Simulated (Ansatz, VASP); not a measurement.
# Pt in VASP and in Ansatz

Contents of POSCAR:

```
Pt
1.0
   -1.5568832667      1.5568832667      1.5568832667
    1.5568832667     -1.5568832667      1.5568832667
    1.5568832667      1.5568832667     -1.5568832667
Pt
1
Direct
    0.0000000000      0.0000000000      0.0000000000
```

INCAR.step1

```
SYSTEM = Pt
ALGO = Normal
EDIFF = 1E-4
ENCUT = 600
GGA = PE
ISMEAR = -1
ISPIN = 2
LASPH = .TRUE.
LCHARG = .FALSE.
LMAXMIX = 4
LREAL = .FALSE.
LWAVE = .TRUE.
MAGMOM = 1
NELM = 150
PREC = Accurate
SIGMA = 0.05
```

The input INCAR.step2:

```
SYSTEM = Pt
ALGO = Normal
EDIFF = 1E-6
EDIFFG = -0.01
ENCUT = 600
IBRION = 2
ISIF = 3
ISMEAR = -1
ISPIN = 2
ISTART = 1
LASPH = .TRUE.
LCHARG = .FALSE.
LMAXMIX = 4
LMIXTAU = .TRUE.
LORBIT = 11
LREAL = .FALSE.
LWAVE = .FALSE.
MAGMOM = 1
METAGGA = R2SCAN
NELM = 150
NSW = 80
PREC = Accurate
SIGMA = 0.05
```

KPOINTS

```
k-points
0
G
  14 14 14
  0 0 0
```

Input for Ansatz:

```yaml
crystal:
  lattice:
    - [-1.5568832667, 1.5568832667, 1.5568832667]
    - [1.5568832667, -1.5568832667, 1.5568832667]
    - [1.5568832667, 1.5568832667, -1.5568832667]
  atoms:
    - { symbol: Pt, position: [0.0, 0.0, 0.0], spin: 1.0 }
hamiltonian:
  xc: r2scan
  pseudopotentials:
    kind: paw
    azcp:
      Pt: "pseudopotentials/Pt.paw.azcp"
basis:
  ecutwfc: 500
  fft_grid_basis: typed
kpoints:
  mp_grid: { grid: [14, 14, 14], shift: [0, 0, 0] }
magnetization:
  spin_polarized: true
scf:
  occupations: { method: fermi_dirac, width: 0.05 }
relax:
  max_steps: 60
  f_tol: 0.01
  cell: {}
```

Alike in both runs: task relaxation of cell and atoms; functional r2SCAN; k mesh 14 × 14 × 14; occupations fermi-dirac, width 0.05 eV; collinear spin.

|  | VASP | Ansatz |
| --- | --- | --- |
| version | VASP 6.6.1 | Ansatz 0.2.0 |
| potentials or method | VASP PAW PBE potentials, release 64 (Pt), cutoff 600 eV | plane waves (500 eV) with PAW, scalar-relativistic |
| valence electrons in the cell | 10 | 18 |

```csv
,VASP,Ansatz,Ansatz less VASP
net moment per atom (μB),0.00,0.00,0.000
relaxed volume (Å³/atom),15.52,15.48,-0.041
relaxed length of the cell vector where the two differ most in proportion (Å),2.722,2.719,-0.0024
```

VASP's potentials were made for PBE, not for r2SCAN. VASP's potentials hold 10 valence electrons a cell and Ansatz's 18, so a difference there can come from the potentials and not from the codes. Ansatz's warnings: seeded moment not kept.

Neither program's run includes spin-orbit coupling.
